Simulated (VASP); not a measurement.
# Ni (Fmmm) in VASP: single point with PBE

Aim: the single point of Ni with PBE.

Everything below comes from runs of VASP 6.6.1. Logs are shortened: lines on timing, memory, paths and dates and some standing lists are left out, and cuts for length are marked.

## 1. The cell of the first run

It takes space group Fmmm (No. 69, orthorhombic). Conventional cell: a = 2.800 Å, b = 3.868 Å, c = 4.053 Å, α = 90.00°, β = 90.00°, γ = 90.00°. Within 3.2 Å of Ni (site symmetry mmm) lie 14 Ni at 2.39 to 2.80 Å.

## 2. Single point, PBE, collinear spin, ferromagnetic start (engineering shear strain xz -0.0467, engineering shear strain yz +0.0000)

Input file INCAR:

```
ALGO = Normal
EDIFF = 1E-6
ENCUT = 520
GGA = PE
ISIF = 2
ISMEAR = 0
ISPIN = 2
LASPH = T
LCHARG = F
LMAXMIX = 4
LORBIT = 11
LREAL = F
LWAVE = F
MAGMOM = 0.64
NBANDS = 15
NELM = 150
PREC = Accurate
SIGMA = 0.15
```

Input file KPOINTS:

```
k-points
0
Gamma
  22 22 22
```

Input file POSCAR:

```
Ni
1.0
   -1.4328424596      1.4001489809      1.4328424596
    1.3674555022     -1.4001489809      1.3674555022
    1.4328424596      1.4001489809     -1.4328424596
Ni
1
Direct
    0.0000000000      0.0000000000      0.0000000000
```

Potentials or basis: VASP PAW PBE potentials, release 64 (Ni).

The run is started by

```
$ cat potpaw_PBE.64/Ni/POTCAR > POTCAR
$ mpirun -np 1 vasp_std > vasp.out
```

OUTCAR:

```text
EDIFF = 1E-6
   ENCUT = 520
   GGA = PE
   ISIF = 2
   ISMEAR = 0
   ISPIN = 2
   LASPH = T
   LORBIT = 11
   LREAL = F
   NELM = 150
   PREC = Accurate

 ion  position               nearest neighbor table
   1  0.000  0.000  0.000-

  LATTYP: Found a face centered orthorhombic cell.
 ALAT       =     2.8002979618
 B/A-ratio  =     1.3811916757
 C/A-ratio  =     1.4472354491

  Lattice vectors:

 A1 = (   2.8002979618,   0.0000000000,  -0.0653869574)
 A2 = (   1.4328424596,   1.4001489809,  -1.4328424596)
 A3 = (   1.3674555022,   1.4001489809,   1.3674555022)

Analysis of symmetry for initial positions (statically):
=====================================================================
 Subroutine PRICEL returns:
 Original cell was already a primitive cell.

 Routine SETGRP: Setting up the symmetry group for a
 face centered orthorhombic supercell.

 Subroutine GETGRP returns: Found  8 space group operations
 (whereof  8 operations were pure point group operations)
 out of a pool of  8 trial point group operations.

The static configuration has the point symmetry D_2h.

Analysis of symmetry for dynamics (positions and initial velocities):
=====================================================================
 Subroutine PRICEL returns:
 Original cell was already a primitive cell.

 Routine SETGRP: Setting up the symmetry group for a
 face centered orthorhombic supercell.

 Subroutine GETGRP returns: Found  8 space group operations
 (whereof  8 operations were pure point group operations)
 out of a pool of  8 trial point group operations.

The dynamic configuration has the point symmetry D_2h.

Analysis of structural, dynamic, and magnetic symmetry:
=====================================================================
 Subroutine PRICEL returns:
 Original cell was already a primitive cell.

 Routine SETGRP: Setting up the symmetry group for a
 face centered orthorhombic supercell.

 Subroutine GETGRP returns: Found  8 space group operations
 (whereof  8 operations were pure point group operations)
 out of a pool of  8 trial point group operations.

The overall configuration has the point symmetry D_2h.

 Subroutine INISYM returns: Found  8 space group operations
 (whereof  8 operations are pure point group operations),
 and found     1 'primitive' translations

----------------------------------------------------------------------------------------

                                     Primitive cell

  volume of cell :      10.9735

  direct lattice vectors                    reciprocal lattice vectors
    -1.432842460  1.400148981  1.432842460     0.008342947  0.357104856  0.357299664
     1.367455502 -1.400148981  1.367455502     0.365642611  0.000000000  0.365642611
     1.432842460  1.400148981 -1.432842460     0.357299664  0.357104856  0.008342947

  length of vectors
     2.463025009  2.387527229  2.463025009     0.505229188  0.517096739  0.505229188

  position of ions in fractional coordinates (direct lattice)
     0.000000000  0.000000000  0.000000000

  ion indices of the primitive-cell ions
   primitive index   ion index
                 1           1

----------------------------------------------------------------------------------------

 KPOINTS: k-points

Automatic generation of k-mesh.
 Grid dimensions read from file:
 generate k-points for:   22   22   22

 Generating k-lattice:

  Cartesian coordinates                     Fractional coordinates (reciprocal lattice)
     0.000379225  0.016232039  0.016240894     0.045454545  0.000000000 -0.000000000
     0.016620119  0.000000000  0.016620119     0.000000000  0.045454545  0.000000000
     0.016240894  0.016232039  0.000379225    -0.000000000  0.000000000  0.045454545

  Length of vectors
     0.022964963  0.023504397  0.022964963

  Shift w.r.t. Gamma in fractional coordinates (k-lattice)
     0.000000000  0.000000000  0.000000000

 Subroutine IBZKPT returns following result:
 ===========================================

 Found   1530 irreducible k-points:

 Following reciprocal coordinates:
            Coordinates               Weight
  0.000000  0.000000  0.000000      1.000000
  0.045455 -0.000000  0.000000      8.000000
  0.090909 -0.000000  0.000000      8.000000
  0.136364  0.000000  0.000000      8.000000
  0.181818 -0.000000  0.000000      8.000000
  0.227273 -0.000000  0.000000      8.000000
[... 16 lines left out ...]
  0.454545  0.045455  0.000000      8.000000
  0.500000  0.045455  0.000000      8.000000
 [... further k-points ...]
   k-points           NKPTS =   1530   k-points in BZ     NKDIM =   1530   number of bands    NBANDS=     15
   number of dos      NEDOS =    301   number of ions     NIONS =      1
   total plane-waves  NPLWV =   5832
   dimension x,y,z NGX =    18 NGY =   18 NGZ =   18
   dimension x,y,z NGXF=    36 NGYF=   36 NGZF=   36
   ions per type =               1
   NGX,Y,Z   is equivalent  to a cutoff of  12.15, 12.53, 12.15 a.u.
   NGXF,Y,Z  is equivalent  to a cutoff of  24.30, 25.07, 24.30 a.u.
 SYSTEM =  unknown system
   PREC   = accura    normal or accurate (medium, high low for compatibility)
   ISTART =      0    job   : 0-new  1-cont  2-samecut
   ICHARG =      2    charge: 1-file 2-atom 10-const
   ISPIN  =      2    spin polarized calculation?
   LNONCOLLINEAR =      F non collinear calculations
   LSORBIT =      F    spin-orbit coupling
   LASPH  =      T    aspherical Exc in radial PAW
   ENCUT  =  520.0 eV  38.22 Ry    6.18 a.u.   4.58  4.44  4.58*2*pi/ulx,y,z
   NELM   =    150;   NELMIN=  2; NELMDL= -5     # of ELM steps
   EDIFF  = 0.1E-05   stopping-criterion for ELM
   LREAL  =      F    real-space projection
   EDIFFG = 0.1E-04   stopping-criterion for IOM
   NSW    =      0    number of steps for IOM
   IBRION =     -1    ionic relax: 0-MD 1-quasi-New 2-CG
   NFREE  =      0    steps in history (QN), initial steepest desc. (CG)
   ISIF   =      2    stress and relaxation
   ISYM   =      2    0-nonsym 1-usesym 2-fastsym
   POTIM  = 0.5000    time-step for ionic-motion
   TEBEG  =    0.0;   TEEND  =   0.0 temperature during run
   PSTRESS=    0.0 pullay stress
   NELECT =      10.0000    total number of electrons
   NUPDOWN=      -1.0000    fix difference up-down
   EMIN   =  10.00;   EMAX   =-10.00  energy-range for DOS
   EFERMI =   0.00;   METHOD = LEGACY
   ISMEAR =     0;   SIGMA  =   0.15  broadening in eV -4-tet -1-fermi 0-gaus
   EFERMI_NEDOS =   21; number of points for ismear=-14 and -15
   IALGO  =     38    algorithm
   IMIX   =      4    mixing-type and parameters
     AMIX     =   0.40;   BMIX     =  1.00
     AMIX_MAG =   1.60;   BMIX_MAG =  1.00
  volume/ion in A,a.u.               =      10.97        74.05
  Fermi-wavevector in a.u.,A,eV,Ry     =   1.587180  2.999335 34.274988  2.519141
  Thomas-Fermi vector in A             =   2.686377
   LORBIT       =     11    0 simple, 1 ext, 2 COOP (PROOUT), +10 PAW based schemes
   GGA     = PE    functional components
   LHFCALC =     F    Hartree Fock is set to
   AEXX    =    0.0000 exact exchange contribution
   IVDW    =     0    specifies the selected vdW correction
   LEPSILON=     F    determine dielectric tensor
   LRPA    =     F    only Hartree local field effects (RPA)
 spin polarized calculation
 Gauss-broadening in eV      SIGMA  =   0.15
  energy-cutoff  :      520.00
  volume of cell :       10.97
 maximum number of plane-waves:       317
   NGX =  9   NGY =  9   NGZ =  9

 number of electron      10.0000000 magnetization       0.6400000

 number of electron       9.9999997 magnetization       0.5413987

 Free energy of the ion-electron system (eV)
  ---------------------------------------------------
  ext. energy  EPLUGINS =         0.00000000
  ---------------------------------------------------
  free energy    TOTEN  =        -5.37377234 eV

  energy without entropy =       -5.35577891  energy(sigma->0) =       -5.36477563

 E-fermi :   9.1300     XC(G=0): -13.1986

 val. band max:        9.1294843617   @ k =   0.3182  -0.3636   0.1818
 cond. band min:       9.1302213999   @ k =   0.4545  -0.2727   0.0909
 fundamental gap:      0.0007370382
 Fermi energy:         9.1299506790

 spin component 1

 k-point     1 :       0.0000    0.0000    0.0000
  band No.  band energies     occupation
      1       0.3029      1.00000
      2       6.6829      1.00000
      3       6.8504      1.00000
      4       7.0530      1.00000
      5       8.2662      1.00000
      6       8.2865      1.00000
      7      34.6951      0.00000
      8      35.5186      0.00000
      9      36.0797      0.00000
     10      39.6746      0.00000
     11      40.3588      0.00000
     12      40.4136      0.00000
     13      41.2410      0.00000
     14      41.9807      0.00000
[... 401 lines left out ...]
      2       5.9752      1.00000
      3       8.1761      1.00000
      4       8.2646      1.00000
      5       8.7871      0.99939
      6       9.7965      0.00000
      7      15.7400      0.00000
      8      27.5868      0.00000
      9      28.7736      0.00000
     10      33.0962      0.00000
     11      37.2249      0.00000
     12      44.4740      0.00000
     13      48.7060      0.00000
     14      50.5825      0.00000
     15      54.3467      0.00000

 [... further k-points ...]

 spin component 2

 k-point     1 :       0.0000    0.0000    0.0000
  band No.  band energies     occupation
      1       0.2890      1.00000
      2       7.3287      1.00000
      3       7.5008      1.00000
      4       7.7169      1.00000
      5       8.7463      0.99985
      6       8.7645      0.99972
      7      34.5998      0.00000
      8      35.4189      0.00000
      9      35.9870      0.00000
     10      39.6567      0.00000
     11      40.2875      0.00000
     12      40.5899      0.00000
     13      41.4170      0.00000
     14      42.1199      0.00000
[... 401 lines left out ...]
      2       6.5696      1.00000
      3       8.6404      1.00000
      4       8.7333      0.99991
      5       9.2535      0.12212
      6      10.1588      0.00000
      7      16.0637      0.00000
      8      27.5628      0.00000
      9      28.8602      0.00000
     10      33.1964      0.00000
     11      37.3058      0.00000
     12      44.4414      0.00000
     13      48.7749      0.00000
     14      50.6059      0.00000
     15      55.2233      0.00000

 [... further k-points ...]

------------------------ aborting loop because EDIFF is reached ----------------------------------------

  FORCE on cell =-STRESS in cart. coord.  units (eV):
  Direction    XX          YY          ZZ          XY          YZ          ZX
  --------------------------------------------------------------------------------------
  -------------------------------------------------------------------------------------
  Total        0.0208751      0.0495834      0.0208751      0.0000000      0.0000000      0.4795352
  in kB        3.0478406      7.2393734      3.0478406      0.0000000      0.0000000     70.0140435
  external PRESSURE =       4.4450182 kB  Pullay stress =       0.0000000 kB

 VOLUME and BASIS-vectors are now :
 -----------------------------------------------------------------------------
  energy-cutoff  :      520.00
  volume of cell :       10.97
      direct lattice vectors                 reciprocal lattice vectors
    -1.432842460  1.400148981  1.432842460     0.008342947  0.357104856  0.357299664
     1.367455502 -1.400148981  1.367455502     0.365642611  0.000000000  0.365642611
     1.432842460  1.400148981 -1.432842460     0.357299664  0.357104856  0.008342947

 POSITION                                       TOTAL-FORCE (eV/Angst)
 -----------------------------------------------------------------------------------
      0.00000      0.00000      0.00000        -0.000000     -0.000000     -0.000000
 -----------------------------------------------------------------------------------
    total drift:                                0.000000      0.000000      0.000000

  FREE ENERGIE OF THE ION-ELECTRON SYSTEM (eV)
  ---------------------------------------------------
  free  energy   TOTEN  =        -5.3737723442 eV

  energy  without entropy=       -5.3557789094  energy(sigma->0) =       -5.36477563

 total charge

# of ion       s       p       d       tot
------------------------------------------
    1        0.488   0.481   8.332   9.302

 magnetization (x)

# of ion       s       p       d       tot
------------------------------------------
    1       -0.004  -0.016   0.571   0.550
```

Wall time 4.1 min (1 thread of Intel Xeon Platinum 8488C (Sapphire Rapids), shared host); peak memory 0.45 GiB.

What came out:

```
Free energy                                           : -5.3738 eV
Pressure                                              : 0.4 GPa
Net moment                                            : 0.54 μB per cell
Site moments                                          : Ni +0.55 μB
Valence electrons inside the program's atomic spheres : Ni 9.30
```

Levels at points of the mesh, in eV from the Fermi level:
Spin up:
```csv
k point,band 1,band 2,band 3,band 4,band 5,band 6,band 7,band 8,band 9,band 10
"(0.00, 0.00, 0.00)",-8.83,-2.45,-2.28,-2.08,-0.86,-0.84,25.57,26.39,26.95,30.54
"(0.50, 0.00, 0.00)",-4.55,-3.17,-0.94,-0.72,-0.06,0.30,6.43,18.51,20.50,23.53
"(0.00, 0.50, 0.00)",-4.51,-3.08,-1.01,-0.83,0.04,0.70,6.97,18.65,19.41,23.26
"(0.50, 0.00, 0.50)",-4.60,-3.25,-0.86,-0.62,-0.13,-0.09,5.90,19.44,20.43,24.10
"(0.50, 0.50, 0.50)",-4.13,-4.11,-0.40,-0.27,-0.13,9.68,9.73,9.84,15.60,15.61
```
Spin down:
```csv
k point,band 3,band 4,band 5,band 6,band 7,band 8
"(0.00, 0.00, 0.00)",-1.63,-1.41,-0.38,-0.37,25.47,26.29
"(0.50, 0.00, 0.00)",-0.39,-0.23,0.26,0.69,6.77,18.49
"(0.00, 0.50, 0.00)",-0.46,-0.34,0.67,0.79,7.29,18.58
"(0.50, 0.00, 0.50)",-0.32,-0.12,-0.12,0.62,6.25,19.38
"(0.50, 0.50, 0.50)",0.33,0.47,0.61,9.71,9.76,9.87
```

Caveat: the cell differs from its parent crystal (engineering shear strain xz -0.0467, engineering shear strain yz +0.0000).
